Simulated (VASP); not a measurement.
Set up this calculation in VASP 6.6.1, as the native input.

- Task: relaxation of cell and atoms
- Functional: BLYP
- Dispersion: D4
- Potentials or basis: VASP PAW PBE potentials, release 64 (W_sv)
- Cutoff: 600 eV
- k mesh: 11 × 11 × 11
- Occupations: fermi-dirac, width 0.05 eV
- Spin: no spin polarisation
- Dipole correction: no
- Further INCAR settings: ALGO = Normal; EDIFF = 1e-06; IBRION = 2; EDIFFG = -0.01; NSW = 60; ISIF = 3

The structure of W lies in POSCAR:

```
W
1.0
    0.0000000000      2.0300000000      2.0300000000
    2.0300000000      0.0000000000      2.0300000000
    2.0300000000      2.0300000000      0.0000000000
W
1
Direct
    0.0000000000      0.0000000000      0.0000000000
```

One way to write it, as run:

INCAR

```
PREC = Accurate
ENCUT = 600
EDIFF = 1E-6
ISMEAR = -1
SIGMA = 0.05
LREAL = False
LASPH = True
NELM = 60
ALGO = Normal
ISIF = 3
LWAVE = False
LCHARG = False
GGA = B5
ALDAX = 1.0
AGGAX = 1.0
AGGAC = 1.0
ALDAC = 0.0
IVDW = 13
IBRION = 2
NSW = 60
EDIFFG = -0.01
VDW_S6 = 1.0
VDW_S8 = 2.34076671
VDW_A1 = 0.44488865
VDW_A2 = 4.0933009
```

KPOINTS

```
regular mesh
0
Gamma
  11 11 11
```

Potentials or basis: VASP PAW PBE potentials, release 64 (W_sv).

Run with:

```bash
$ cat potpaw_PBE.64/W_sv/POTCAR > POTCAR
$ mpirun -np 1 vasp_std > vasp.out
```

It gave:

* Relaxed volume: 16.39 Å³/atom
* Relaxed cell: a = 2.851 Å, b = 2.851 Å, c = 2.851 Å, α = 60.00°, β = 60.00°, γ = 60.00°
* Space group after relaxing (to 0.05 Å): Fm-3m (No. 225)
* Energy gained by relaxing: 6.3 meV/atom
* Ionic steps: 4
* Pressure after relaxing: 0.0 GPa
* Band gap on the k mesh: zero (band 7 reaches 13.98 eV, above the bottom of band 8 at 10.44 eV)
* Dispersion energy per atom: -1.313 eV

Caveat: the PAW data sets were made with another functional, which shifts forces and pressure a little; spin-orbit coupling is left out, which moves the levels of the heavy elements; pairwise dispersion overbinds metals, which lowers pressure and volume.

It took 42 s on 1 thread of Intel Xeon 6975P-C (shared host), peak memory 0.15 GiB.
